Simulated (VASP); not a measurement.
# AlN (Cm) in VASP: further runs, part 2 of 2

VASP 6.6.1. The steps go on from the part before.

## 5. Single point, r2SCAN

This run uses another cell than the first one, of the same volume but with other edges.

Contents of POSCAR:

```
AlN
1.0
   -3.1066653375      0.0000000000      0.0000000000
   -1.5533326688     -2.6904511034      0.0000000000
   -1.9418211692     -1.1211109748      9.9568096770
Al N
4 4
Direct
   -0.0436120078     -0.0436120078      0.9045964511
    0.1647379922      0.1647379922      0.4045964511
    0.6022463255      0.6022463255      0.1545964511
    0.3938963255      0.3938963255      0.6545964511
    0.2935786745      0.2935786745      0.0954035489
    0.0852286745      0.0852286745      0.5954035489
    0.5227370078      0.5227370078      0.3454035489
    0.3143870078      0.3143870078      0.8454035489
```

Contents of INCAR.step1:

```
SYSTEM = AlN
PREC     = Accurate       ! precision mode
ENCUT    = 520            ! plane-wave cutoff, eV
ISMEAR   = 0              ! smearing method
SIGMA    = 0.05           ! smearing width, eV
LREAL    = .False.        ! projectors in reciprocal space
LASPH    = .True.         ! aspherical terms in the spheres
NELM     = 60             ! most SCF steps
NBANDS   = 26             ! bands
GGA      = PE             ! functional
ALGO     = Normal         ! electronic algorithm
EDIFF    = 1E-4           ! SCF threshold, eV
LWAVE    = .True.         ! write WAVECAR
LCHARG   = .False.        ! write CHGCAR
```

Contents of INCAR.step2:

```
SYSTEM = AlN
PREC     = Accurate       ! precision mode
ENCUT    = 520            ! plane-wave cutoff, eV
EDIFF    = 1E-6           ! SCF threshold, eV
ISMEAR   = 0              ! smearing method
SIGMA    = 0.05           ! smearing width, eV
LREAL    = .False.        ! projectors in reciprocal space
LASPH    = .True.         ! aspherical terms in the spheres
NELM     = 60             ! most SCF steps
ALGO     = Normal         ! electronic algorithm
ISIF     = 2              ! what is computed and relaxed
LWAVE    = .False.        ! write WAVECAR
LCHARG   = .False.        ! write CHGCAR
METAGGA  = R2SCAN         ! meta-GGA
LMIXTAU  = .True.       
NBANDS   = 26             ! bands
ISTART   = 1
```

Contents of KPOINTS:

```
Automatic mesh
0
Gamma
  8 8 3
  0 0 0
```

Potentials or basis: VASP PAW PBE potentials, release 64 (Al, N).

On the command line:

```sh
> cat potpaw_PBE.64/Al/POTCAR potpaw_PBE.64/N/POTCAR > POTCAR
> cp INCAR.step1 INCAR
> mpirun -np 1 vasp_std > vasp.out
> cp INCAR.step2 INCAR
> mpirun -np 1 vasp_std > vasp.out
```

OUTCAR:

```text
SYSTEM = AlN
   PREC = Accurate
   ENCUT = 520
   EDIFF = 1E-6
   ISMEAR = 0
   LREAL = .False.
   LASPH = .True.
   NELM = 60
   ISIF = 2
   METAGGA = R2SCAN
   ISTART = 1

 ion  position               nearest neighbor table
   1  0.956  0.956  0.905-   8 1.89   8 1.89   8 1.89   5 2.49   5 2.49   3 2.83   4 3.07   4 3.07
                             4 3.07   3 3.23   3 3.23
   2  0.165  0.165  0.405-   7 1.89   7 1.89   7 1.89   6 1.90   4 3.07   3 3.07   3 3.07   4 3.07
                             4 3.07   3 3.07
   3  0.602  0.602  0.155-   5 1.89   5 1.89   5 1.89   7 1.90   1 2.83   2 3.07   2 3.07   2 3.07
                             1 3.23   1 3.23
   4  0.394  0.394  0.655-   6 1.89   6 1.89   6 1.89   8 1.90   2 3.07   1 3.07   1 3.07   2 3.07
                             2 3.07   1 3.07
   5  0.294  0.294  0.095-   3 1.89   3 1.89   3 1.89   1 2.49   1 2.49
   6  0.085  0.085  0.595-   4 1.89   4 1.89   4 1.89   2 1.90
   7  0.523  0.523  0.345-   2 1.89   2 1.89   2 1.89   3 1.90
   8  0.314  0.314  0.845-   1 1.89   1 1.89   1 1.89   4 1.90

  LATTYP: Found a base centered monoclinic cell.
 ALAT       =     5.3809022067
 B/A-ratio  =     0.5773502692
 C/A-ratio  =     1.8967369236
 COS(beta)  =    -0.2196930923

  Lattice vectors:

 A1 = (   3.1066653375,   0.0000000000,   0.0000000000)
 A2 = (   1.5533326688,   2.6904511034,   0.0000000000)
 A3 = (  -1.9418211692,  -1.1211109748,   9.9568096770)

Analysis of symmetry for initial positions (statically):
=====================================================================
 Subroutine PRICEL returns:
 Original cell was already a primitive cell.

 Routine SETGRP: Setting up the symmetry group for a
 base centered monoclinic supercell.

 Subroutine GETGRP returns: Found  2 space group operations
 (whereof  2 operations were pure point group operations)
 out of a pool of  4 trial point group operations.

The static configuration has the point symmetry C_1h.

Analysis of symmetry for dynamics (positions and initial velocities):
=====================================================================
 Subroutine PRICEL returns:
 Original cell was already a primitive cell.

 Routine SETGRP: Setting up the symmetry group for a
 base centered monoclinic supercell.

 Subroutine GETGRP returns: Found  2 space group operations
 (whereof  2 operations were pure point group operations)
 out of a pool of  4 trial point group operations.

The dynamic configuration has the point symmetry C_1h.

 Subroutine INISYM returns: Found  2 space group operations
 (whereof  2 operations are pure point group operations),
 and found     1 'primitive' translations

----------------------------------------------------------------------------------------

                                     Primitive cell

  volume of cell :      83.2223

  direct lattice vectors                    reciprocal lattice vectors
    -3.106665337  0.000000000  0.000000000    -0.321888550  0.185842441 -0.041850755
    -1.553332669 -2.690451103  0.000000000     0.000000000 -0.371684882 -0.041850755
    -1.941821169 -1.121110975  9.956809677     0.000000000  0.000000000  0.100433777

  length of vectors
     3.106665337  3.106665338 10.206155898     0.374033604  0.374033604  0.100433777
[... 45 lines left out ...]

 Found     57 irreducible k-points:

 Following reciprocal coordinates:
            Coordinates               Weight
  0.000000  0.000000  0.000000      1.000000
  0.125000  0.000000  0.000000      4.000000
  0.250000  0.000000  0.000000      4.000000
  0.375000 -0.000000 -0.000000      4.000000
  0.500000  0.000000  0.000000      2.000000
  0.125000  0.125000 -0.000000      2.000000
[... 16 lines left out ...]
  0.125000  0.000000  0.333333      4.000000
  0.250000  0.000000  0.333333      4.000000
 [... further k-points ...]
   k-points           NKPTS =     57   k-points in BZ     NKDIM =     57   number of bands    NBANDS=     26
   number of dos      NEDOS =    301   number of ions     NIONS =      8
   total plane-waves  NPLWV =  46080
   dimension x,y,z NGX =    24 NGY =   24 NGZ =   80
   dimension x,y,z NGXF=    48 NGYF=   48 NGZF=  160
   ions per type =               4   4
   NGX,Y,Z   is equivalent  to a cutoff of  12.84, 12.84, 13.03 a.u.
   NGXF,Y,Z  is equivalent  to a cutoff of  25.69, 25.69, 26.06 a.u.
 SYSTEM =  AlN
   PREC   = accura    normal or accurate (medium, high low for compatibility)
   ISTART =      1    job   : 0-new  1-cont  2-samecut
   ICHARG =      0    charge: 1-file 2-atom 10-const
   ISPIN  =      1    spin polarized calculation?
   LNONCOLLINEAR =      F non collinear calculations
   LSORBIT =      F    spin-orbit coupling
   LASPH  =      T    aspherical Exc in radial PAW
   ENCUT  =  520.0 eV  38.22 Ry    6.18 a.u.   5.78  5.78 18.98*2*pi/ulx,y,z
   NELM   =     60;   NELMIN=  2; NELMDL=  0     # of ELM steps
   EDIFF  = 0.1E-05   stopping-criterion for ELM
   LREAL  =      F    real-space projection
   EDIFFG = 0.1E-04   stopping-criterion for IOM
   NSW    =      0    number of steps for IOM
   IBRION =     -1    ionic relax: 0-MD 1-quasi-New 2-CG
   NFREE  =      0    steps in history (QN), initial steepest desc. (CG)
   ISIF   =      2    stress and relaxation
   ISYM   =      2    0-nonsym 1-usesym 2-fastsym
   POTIM  = 0.5000    time-step for ionic-motion
   TEBEG  =    0.0;   TEEND  =   0.0 temperature during run
   PSTRESS=    0.0 pullay stress
   NELECT =      32.0000    total number of electrons
   NUPDOWN=      -1.0000    fix difference up-down
   EMIN   =  10.00;   EMAX   =-10.00  energy-range for DOS
   EFERMI =   0.00;   METHOD = LEGACY
   ISMEAR =     0;   SIGMA  =   0.05  broadening in eV -4-tet -1-fermi 0-gaus
   EFERMI_NEDOS =   21; number of points for ismear=-14 and -15
   IALGO  =     38    algorithm
   IMIX   =      4    mixing-type and parameters
     AMIX     =   0.40;   BMIX     =  1.00
     AMIX_MAG =   1.60;   BMIX_MAG =  1.00
  volume/ion in A,a.u.               =      10.40        70.20
  Fermi-wavevector in a.u.,A,eV,Ry     =   1.190451  2.249626 19.281821  1.417174
  Thomas-Fermi vector in A             =   2.326535
   LORBIT       =      0    0 simple, 1 ext, 2 COOP (PROOUT), +10 PAW based schemes
   METAGGA = R2SCAN    functional components
   LHFCALC =     F    Hartree Fock is set to
   AEXX    =    0.0000 exact exchange contribution
   IVDW    =     0    specifies the selected vdW correction
   LEPSILON=     F    determine dielectric tensor
   LRPA    =     F    only Hartree local field effects (RPA)
 non-spin polarized calculation
 Gauss-broadening in eV      SIGMA  =   0.05
  energy-cutoff  :      520.00
  volume of cell :       83.22
 maximum number of plane-waves:      2254
   NGX = 11   NGY = 11   NGZ = 37

 number of electron      31.9999995 magnetization

 Free energy of the ion-electron system (eV)
  ---------------------------------------------------
  ext. energy  EPLUGINS =         0.00000000
  ---------------------------------------------------
  free energy    TOTEN  =       -75.00490783 eV

  energy without entropy =      -75.00490783  energy(sigma->0) =      -75.00490783

 E-fermi :   6.8200     XC(G=0): -11.4624

 val. band max:        6.5983376101   @ k =   0.1250   0.0000   0.0000
 cond. band min:      10.0637905338   @ k =   0.0000   0.0000   0.0000
 fundamental gap:      3.4654529237
 Fermi energy:         6.8200487155

 k-point     1 :       0.0000    0.0000    0.0000
  band No.  band energies     occupation
      1      -9.9845      2.00000
      2      -9.0815      2.00000
      3      -9.0035      2.00000
      4      -7.7502      2.00000
      5      -0.0349      2.00000
      6       2.5929      2.00000
[... 685 lines left out ...]
     25      17.5833      0.00000
     26      18.4215      0.00000

 [... further k-points ...]
[... 5 lines left out ...]
  --------------------------------------------------------------------------------------
  -------------------------------------------------------------------------------------
  Total       -2.2420176     -4.1749915      4.3608655      1.6740044     -1.2120233     -2.0992870
  in kB      -43.1628217    -80.3760006     83.9544070     32.2275583    -23.3336008    -40.4150040
  external PRESSURE =     -13.1948051 kB  Pullay stress =       0.0000000 kB

 VOLUME and BASIS-vectors are now :
 -----------------------------------------------------------------------------
  energy-cutoff  :      520.00
  volume of cell :       83.22
      direct lattice vectors                 reciprocal lattice vectors
    -3.106665337  0.000000000  0.000000000    -0.321888550  0.185842441 -0.041850755
    -1.553332669 -2.690451103  0.000000000     0.000000000 -0.371684882 -0.041850755
    -1.941821169 -1.121110975  9.956809677     0.000000000  0.000000000  0.100433777

 POSITION                                       TOTAL-FORCE (eV/Angst)
 -----------------------------------------------------------------------------------
     -6.21333     -3.58727      9.00689         0.062997      0.036371      0.039002
     -1.55333     -0.89682      4.02849        -0.005179     -0.002990     -0.173273
     -3.10667     -1.79363      1.53929         0.243804      0.140760      0.978871
     -3.10667     -1.79363      6.51769         0.070953      0.040965     -0.292668
     -1.55333     -0.89682      0.94991        -0.929257     -0.536507      0.444024
     -1.55333     -0.89682      5.92832         0.021617      0.012481      0.088460
     -3.10667     -1.79363      3.43912        -0.062601     -0.036143      0.142744
     -3.10667     -1.79363      8.41752         0.597666      0.345063     -1.227159
 -----------------------------------------------------------------------------------
    total drift:                               -0.006171     -0.003563     -0.023495

  FREE ENERGIE OF THE ION-ELECTRON SYSTEM (eV)
  ---------------------------------------------------
  free  energy   TOTEN  =       -75.0049078260 eV

  energy  without entropy=      -75.0049078260  energy(sigma->0) =      -75.00490783
```

Run time: 3 min. Hardware: 1 thread of Intel Xeon 6975P-C (Granite Rapids), shared host; peak memory 0.26 GiB.

Results:

```yaml
Free_energy: -75.0049 eV
Pressure: -1.3 GPa
Largest_force: 1.408 eV/Å
Band_gap_on_the_k_mesh: 3.47 eV, indirect (least direct gap 3.49 eV)
```

Forces in eV/Å, atoms in the order of the input:
```
Al   0.063  0.036  0.039
Al  -0.005 -0.003 -0.173
Al   0.244  0.141  0.979
Al   0.071  0.041 -0.293
N   -0.929 -0.537  0.444
N    0.022  0.012  0.088
N   -0.063 -0.036  0.143
N    0.598  0.345 -1.227
```

Caveat: the PAW data sets were made with another functional, which shifts forces and pressure a little.

## 6. Overview

| cell | gap on the mesh (eV) | pressure (GPa) | largest force (eV/Å) |
| --- | --- | --- | --- |
| a = 3.107, b = 3.107, c = 11.112 Å, angles 67.4, 67.4, 60.0°, 8 atoms | 4.70 | -0.8 | 0.99 |
| a = 3.107, b = 3.107, c = 9.967 Å, angles 87.8, 87.8, 60.0°, 8 atoms | 4.62 | -0.7 | 1.04 |
| a = 3.107, b = 3.107, c = 10.047 Å, angles 83.3, 83.3, 60.0°, 8 atoms | 3.52 | -1.2 | 1.60 |
| a = 3.107, b = 3.107, c = 10.206 Å, angles 79.0, 79.0, 60.0°, 8 atoms | 3.47 | -1.3 | 1.41 |

Alike in all rows: task single point; level r2SCAN; potentials or basis VASP PAW PBE potentials, release 64 (Al, N); no spin polarisation; k mesh 8 × 8 × 3; cutoff (eV) 520; smearing gaussian 0.05 eV.

Caveats: the PAW data sets were made with another functional, which shifts forces and pressure a little.

Total energies depend on the potentials used, so only differences within one code and one set of settings carry meaning.
